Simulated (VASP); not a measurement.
# Sn4Se3S (Pmmm) in VASP: notebook

Runs on Sn4Se3S. Level: PBE. Tasks: single point.

Everything below comes from runs of VASP 6.6.1. Logs are shortened: lines on timing, memory, paths and dates and some standing lists are left out, and cuts for length are marked.

### 1 The cell of the first run

The structure is orthorhombic, space group Pmmm (No. 47). The conventional cell has a = 4.246 Å, b = 6.014 Å, c = 8.496 Å, α = 90.00°, β = 90.00°, γ = 90.00°. Sn (site symmetry mmm) has 4 Se at 3.00 Å and 2 S at 3.01 Å within 3.9 Å. Within 3.9 Å of Sn (site symmetry mm2) lie 2 S at 2.95 Å and 4 Se at 3.01 to 3.05 Å. Sn (site symmetry mmm) has 6 Se at 3.01 Å within 4.0 Å. Within 3.9 Å of Se (site symmetry mm2) lie 6 Sn at 3.00 to 3.01 Å. Within 4.0 Å of Se (site symmetry mmm) lie 6 Sn at 3.01 to 3.05 Å. S (site symmetry mmm) has 6 Sn at 2.95 to 3.01 Å within 3.9 Å.

### 2 Single point, PBE

INCAR

```
ALGO     = Normal         # electronic algorithm
EDIFF    = 1E-6           # SCF threshold, eV
ENCUT    = 520            # plane-wave cutoff, eV
GGA      = PE             # functional
ISIF     = 2              # what is computed and relaxed
ISMEAR   = 0              # smearing method
LASPH    = T              # aspherical terms in the spheres
LCHARG   = F              # write CHGCAR
LREAL    = F              # projectors in reciprocal space
LWAVE    = F              # write WAVECAR
NBANDS   = 50             # bands
NELM     = 100            # most SCF steps
PREC     = Accurate       # precision mode
SIGMA    = 0.1            # smearing width, eV
```

KPOINTS

```
k-points
0
Gamma
  4 2 2
```

POSCAR

```
Sn4Se3S
1.0
    4.2462309000      0.0000000000      0.0000000000
    0.0000000000      6.0141659000      0.0000000000
    0.0000000000      0.0000000000      8.4963249000
Sn Se S
4 3 1
Direct
    0.0000000000      0.0000000000      0.0000000000
    0.5000000000      0.5000000000      0.2417590000
    0.0000000000      0.0000000000      0.5000000000
    0.5000000000      0.5000000000      0.7582410000
    0.5000000000      0.0000000000      0.2491950000
    0.0000000000      0.5000000000      0.5000000000
    0.5000000000      0.0000000000      0.7508050000
    0.0000000000      0.5000000000      0.0000000000
```

Potentials or basis: VASP PAW PBE potentials, release 64 (Sn_d, Se, S).

The run is started by

```bash
cat potpaw_PBE.64/Sn_d/POTCAR potpaw_PBE.64/Se/POTCAR potpaw_PBE.64/S/POTCAR > POTCAR
mpirun -np 1 vasp_std > vasp.out
```

OUTCAR:

```text
EDIFF = 1E-6
   ENCUT = 520
   GGA = PE
   ISIF = 2
   ISMEAR = 0
   LASPH = T
   LREAL = F
   NELM = 100
   PREC = Accurate

 ion  position               nearest neighbor table
   1  0.000  0.000  0.000-   5 3.00   7 3.00   5 3.00   7 3.00   8 3.01   8 3.01
   2  0.500  0.500  0.242-   8 2.95   8 2.95   5 3.01   5 3.01   6 3.05   6 3.05
   3  0.000  0.000  0.500-   6 3.01   6 3.01   7 3.01   5 3.01   5 3.01   7 3.01
   4  0.500  0.500  0.758-   8 2.95   8 2.95   7 3.01   7 3.01   6 3.05   6 3.05
   5  0.500  0.000  0.249-   1 3.00   1 3.00   2 3.01   2 3.01   3 3.01   3 3.01
   6  0.000  0.500  0.500-   3 3.01   3 3.01   4 3.05   2 3.05   2 3.05   4 3.05
   7  0.500  0.000  0.751-   1 3.00   1 3.00   4 3.01   4 3.01   3 3.01   3 3.01
   8  0.000  0.500  0.000-   2 2.95   4 2.95   2 2.95   4 2.95   1 3.01   1 3.01

  LATTYP: Found a simple orthorhombic cell.
 ALAT       =     4.2462309000
 B/A-ratio  =     1.4163539482
 C/A-ratio  =     2.0009097715

  Lattice vectors:

 A1 = (   4.2462309000,   0.0000000000,   0.0000000000)
 A2 = (   0.0000000000,   6.0141659000,   0.0000000000)
 A3 = (   0.0000000000,   0.0000000000,   8.4963249000)

Analysis of symmetry for initial positions (statically):
=====================================================================
 Subroutine PRICEL returns:
 Original cell was already a primitive cell.

 Routine SETGRP: Setting up the symmetry group for a
 simple orthorhombic supercell.

 Subroutine GETGRP returns: Found  8 space group operations
 (whereof  8 operations were pure point group operations)
 out of a pool of  8 trial point group operations.

The static configuration has the point symmetry D_2h.

Analysis of symmetry for dynamics (positions and initial velocities):
=====================================================================
 Subroutine PRICEL returns:
 Original cell was already a primitive cell.

 Routine SETGRP: Setting up the symmetry group for a
 simple orthorhombic supercell.

 Subroutine GETGRP returns: Found  8 space group operations
 (whereof  8 operations were pure point group operations)
 out of a pool of  8 trial point group operations.

The dynamic configuration has the point symmetry D_2h.

 Subroutine INISYM returns: Found  8 space group operations
 (whereof  8 operations are pure point group operations),
 and found     1 'primitive' translations

----------------------------------------------------------------------------------------

                                     Primitive cell

  volume of cell :     216.9752

  direct lattice vectors                    reciprocal lattice vectors
     4.246230900  0.000000000  0.000000000     0.235502973  0.000000000  0.000000000
     0.000000000  6.014165900  0.000000000     0.000000000  0.166274096  0.000000000
     0.000000000  0.000000000  8.496324900     0.000000000  0.000000000  0.117697947

  length of vectors
     4.246230900  6.014165900  8.496324900     0.235502973  0.166274096  0.117697947

  position of ions in fractional coordinates (direct lattice)
     0.000000000  0.000000000  0.000000000
     0.500000000  0.500000000  0.241759000
     0.000000000  0.000000000  0.500000000
     0.500000000  0.500000000  0.758241000
     0.500000000  0.000000000  0.249195000
     0.000000000  0.500000000  0.500000000
     0.500000000  0.000000000  0.750805000
     0.000000000  0.500000000  0.000000000

  ion indices of the primitive-cell ions
   primitive index   ion index
                 1           1
                 2           2
                 3           3
                 4           4
                 5           5
                 6           6
                 7           7
                 8           8

----------------------------------------------------------------------------------------

 KPOINTS: k-points

Automatic generation of k-mesh.
 Grid dimensions read from file:
 generate k-points for:    4    2    2

 Generating k-lattice:

  Cartesian coordinates                     Fractional coordinates (reciprocal lattice)
     0.058875743  0.000000000  0.000000000     0.250000000  0.000000000  0.000000000
     0.000000000  0.083137048  0.000000000     0.000000000  0.500000000  0.000000000
     0.000000000  0.000000000  0.058848974     0.000000000  0.000000000  0.500000000

  Length of vectors
     0.058875743  0.083137048  0.058848974

  Shift w.r.t. Gamma in fractional coordinates (k-lattice)
     0.000000000  0.000000000  0.000000000

 Subroutine IBZKPT returns following result:
 ===========================================

 Found     12 irreducible k-points:

 Following reciprocal coordinates:
            Coordinates               Weight
  0.000000  0.000000  0.000000      1.000000
  0.250000  0.000000  0.000000      2.000000
  0.500000  0.000000  0.000000      1.000000
  0.000000  0.500000  0.000000      1.000000
  0.250000  0.500000  0.000000      2.000000
  0.500000  0.500000  0.000000      1.000000
  0.000000  0.000000  0.500000      1.000000
  0.250000  0.000000  0.500000      2.000000
  0.500000  0.000000  0.500000      1.000000
  0.000000  0.500000  0.500000      1.000000
  0.250000  0.500000  0.500000      2.000000
  0.500000  0.500000  0.500000      1.000000
   k-points           NKPTS =     12   k-points in BZ     NKDIM =     12   number of bands    NBANDS=     50
   number of dos      NEDOS =    301   number of ions     NIONS =      8
   total plane-waves  NPLWV =  98304
   dimension x,y,z NGX =    32 NGY =   48 NGZ =   64
   dimension x,y,z NGXF=    64 NGYF=   96 NGZF=  128
   ions per type =               4   3   1
   NGX,Y,Z   is equivalent  to a cutoff of  12.53, 13.27, 12.52 a.u.
   NGXF,Y,Z  is equivalent  to a cutoff of  25.06, 26.54, 25.05 a.u.
 SYSTEM =  unknown system
   PREC   = accura    normal or accurate (medium, high low for compatibility)
   ISTART =      0    job   : 0-new  1-cont  2-samecut
   ICHARG =      2    charge: 1-file 2-atom 10-const
   ISPIN  =      1    spin polarized calculation?
   LNONCOLLINEAR =      F non collinear calculations
   LSORBIT =      F    spin-orbit coupling
   LASPH  =      T    aspherical Exc in radial PAW
   ENCUT  =  520.0 eV  38.22 Ry    6.18 a.u.   7.90 11.18 15.80*2*pi/ulx,y,z
   NELM   =    100;   NELMIN=  2; NELMDL= -5     # of ELM steps
   EDIFF  = 0.1E-05   stopping-criterion for ELM
   LREAL  =      F    real-space projection
   EDIFFG = 0.1E-04   stopping-criterion for IOM
   NSW    =      0    number of steps for IOM
   IBRION =     -1    ionic relax: 0-MD 1-quasi-New 2-CG
   NFREE  =      0    steps in history (QN), initial steepest desc. (CG)
   ISIF   =      2    stress and relaxation
   ISYM   =      2    0-nonsym 1-usesym 2-fastsym
   POTIM  = 0.5000    time-step for ionic-motion
   TEBEG  =    0.0;   TEEND  =   0.0 temperature during run
   PSTRESS=    0.0 pullay stress
   NELECT =      80.0000    total number of electrons
   NUPDOWN=      -1.0000    fix difference up-down
   EMIN   =  10.00;   EMAX   =-10.00  energy-range for DOS
   EFERMI =   0.00;   METHOD = LEGACY
   ISMEAR =     0;   SIGMA  =   0.10  broadening in eV -4-tet -1-fermi 0-gaus
   EFERMI_NEDOS =   21; number of points for ismear=-14 and -15
   IALGO  =     38    algorithm
   IMIX   =      4    mixing-type and parameters
     AMIX     =   0.40;   BMIX     =  1.00
     AMIX_MAG =   1.60;   BMIX_MAG =  1.00
  volume/ion in A,a.u.               =      27.12       183.03
  Fermi-wavevector in a.u.,A,eV,Ry     =   1.173910  2.218368 18.749707  1.378065
  Thomas-Fermi vector in A             =   2.310315
   LORBIT       =      0    0 simple, 1 ext, 2 COOP (PROOUT), +10 PAW based schemes
   GGA     = PE    functional components
   LHFCALC =     F    Hartree Fock is set to
   AEXX    =    0.0000 exact exchange contribution
   IVDW    =     0    specifies the selected vdW correction
   LEPSILON=     F    determine dielectric tensor
   LRPA    =     F    only Hartree local field effects (RPA)
 non-spin polarized calculation
 Gauss-broadening in eV      SIGMA  =   0.10
  energy-cutoff  :      520.00
  volume of cell :      216.98
 maximum number of plane-waves:      5886
 NGX is ok and might be reduce to    32
   NGX = 15   NGY = 23   NGZ = 31

 number of electron      80.0000023 magnetization

 Free energy of the ion-electron system (eV)
  ---------------------------------------------------
  ext. energy  EPLUGINS =         0.00000000
  ---------------------------------------------------
  free energy    TOTEN  =       -32.62116773 eV

  energy without entropy =      -32.62100566  energy(sigma->0) =      -32.62108669

 E-fermi :   5.8216     XC(G=0):  -9.5712

 val. band max:        5.6129981743   @ k =   0.0000   0.5000   0.0000
 cond. band min:       6.0293448476   @ k =   0.5000   0.5000   0.0000
 fundamental gap:      0.4163466733
 Fermi energy:         5.8215854810

 k-point     1 :       0.0000    0.0000    0.0000
  band No.  band energies     occupation
      1     -16.1437      2.00000
      2     -16.1326      2.00000
      3     -16.1127      2.00000
      4     -16.1111      2.00000
      5     -16.1110      2.00000
      6     -16.1083      2.00000
[... 42 lines left out ...]
     49       9.9203      0.00000
     50       9.9256      0.00000

 k-point     2 :       0.2500    0.0000    0.0000
  band No.  band energies     occupation
      1     -16.1382      2.00000
      2     -16.1316      2.00000
      3     -16.1146      2.00000
      4     -16.1125      2.00000
      5     -16.1118      2.00000
      6     -16.1097      2.00000
[... 42 lines left out ...]
     49       9.4531      0.00000
     50       9.8247      0.00000

 k-point     3 :       0.5000    0.0000    0.0000
  band No.  band energies     occupation
      1     -16.1329      2.00000
      2     -16.1316      2.00000
      3     -16.1163      2.00000
      4     -16.1161      2.00000
      5     -16.1125      2.00000
      6     -16.1091      2.00000
[... 466 lines left out ...]
     49       9.5229      0.00000
     50       9.6683      0.00000

 k-point    12 :       0.5000    0.5000    0.5000
  band No.  band energies     occupation
      1     -16.1285      2.00000
      2     -16.1266      2.00000
      3     -16.1131      2.00000
      4     -16.1128      2.00000
      5     -16.1119      2.00000
      6     -16.1104      2.00000
[... 42 lines left out ...]
     49       9.0516      0.00000
     50       9.5673      0.00000

------------------------ aborting loop because EDIFF is reached ----------------------------------------

  FORCE on cell =-STRESS in cart. coord.  units (eV):
  Direction    XX          YY          ZZ          XY          YZ          ZX
  --------------------------------------------------------------------------------------
  -------------------------------------------------------------------------------------
  Total       -3.2873326      5.0569103     -3.2849450     -0.0000000      0.0000000      0.0000000
  in kB      -24.2741542     37.3409803    -24.2565242     -0.0000000      0.0000000      0.0000000
  external PRESSURE =      -3.7298994 kB  Pullay stress =       0.0000000 kB

 VOLUME and BASIS-vectors are now :
 -----------------------------------------------------------------------------
  energy-cutoff  :      520.00
  volume of cell :      216.98
      direct lattice vectors                 reciprocal lattice vectors
     4.246230900  0.000000000  0.000000000     0.235502973  0.000000000  0.000000000
     0.000000000  6.014165900  0.000000000     0.000000000  0.166274096  0.000000000
     0.000000000  0.000000000  8.496324900     0.000000000  0.000000000  0.117697947

 POSITION                                       TOTAL-FORCE (eV/Angst)
 -----------------------------------------------------------------------------------
      0.00000      0.00000      0.00000         0.000000      0.000000      0.000000
      2.12312      3.00708      2.05406         0.000000     -0.000000     -0.006189
      0.00000      0.00000      4.24816         0.000000      0.000000      0.000000
      2.12312      3.00708      6.44226         0.000000      0.000000      0.006189
      2.12312      0.00000      2.11724        -0.000000      0.000000      0.051996
      0.00000      3.00708      4.24816         0.000000      0.000000      0.000000
      2.12312      0.00000      6.37908         0.000000      0.000000     -0.051996
      0.00000      3.00708      0.00000         0.000000      0.000000      0.000000
 -----------------------------------------------------------------------------------
    total drift:                                0.000000     -0.000000     -0.000000

  FREE ENERGIE OF THE ION-ELECTRON SYSTEM (eV)
  ---------------------------------------------------
  free  energy   TOTEN  =       -32.6211677301 eV

  energy  without entropy=      -32.6210056571  energy(sigma->0) =      -32.62108669
```

Run time: 76 s. Hardware: 1 thread of AMD EPYC 9R45 (Zen 5), shared host; peak memory 0.32 GiB.

What came out:

```yaml
Free_energy: -32.6212 eV
Pressure: -0.4 GPa
Largest_force: 0.052 eV/Å
Band_gap_on_the_k_mesh: 0.42 eV, indirect (least direct gap 0.42 eV)
```

Forces on the atoms (eV/Å):
```
Sn   0.000  0.000  0.000
Sn   0.000  0.000 -0.006
Sn   0.000  0.000  0.000
Sn   0.000  0.000  0.006
Se   0.000  0.000  0.052
Se   0.000  0.000  0.000
Se   0.000  0.000 -0.052
S    0.000  0.000  0.000
```

Caveat: the k points lie up to 0.52 Å⁻¹ apart; spin-orbit coupling is left out, which moves the levels of the heavy elements. A k mesh can miss the band edges.

(Continued in part 2 of 2.)
